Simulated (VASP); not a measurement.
A run of VASP 6.6.1 is set up as follows.

INCAR

```
PREC     = Accurate       # precision mode
ENCUT    = 520            # plane-wave cutoff, eV
EDIFF    = 1E-6           # SCF threshold, eV
ISMEAR   = -1             # smearing method
SIGMA    = 0.05           # smearing width, eV
LREAL    = False          # projectors in reciprocal space
LASPH    = True           # aspherical terms in the spheres
NELM     = 100            # most SCF steps
ALGO     = Normal         # electronic algorithm
ISIF     = 2              # what is computed and relaxed
LWAVE    = False          # write WAVECAR
LCHARG   = False          # write CHGCAR
GGA      = PE             # functional
NBANDS   = 12             # bands
```

File KPOINTS:

```
Automatic mesh
0
Gamma
  9 9 9
```

Contents of POSCAR:

```
As
1.0
    1.8807968987      1.0858785957      3.5140619945
   -1.8807968987      1.0858785957      3.5140619945
    0.0000000000     -2.1717571915      3.5140619945
As
2
Direct
    0.2118200000      0.2247440000      0.2328240000
    0.7755240000      0.7755010000      0.7681290000
```

Potentials or basis: VASP PAW PBE potentials, release 64 (As).

The run is started by

```bash
$ cat potpaw_PBE.64/As/POTCAR > POTCAR
$ mpirun -np 1 vasp_std > vasp.out
```

Task: What does it give for the pressure?

Result: 4.7 GPa.

Task: What does it give for the band gap on the k mesh?

Result: Zero (band 5 reaches 5.50 eV, above the bottom of band 6 at 5.38 eV).

Task: What does it give for the largest force?

Result: 0.779 eV/Å.

Forces in eV/Å, atoms in the order of the input:
```
As   0.133  0.299  0.707
As  -0.133 -0.299 -0.707
```

Caveat: the cell differs from its parent crystal (atoms moved at random).
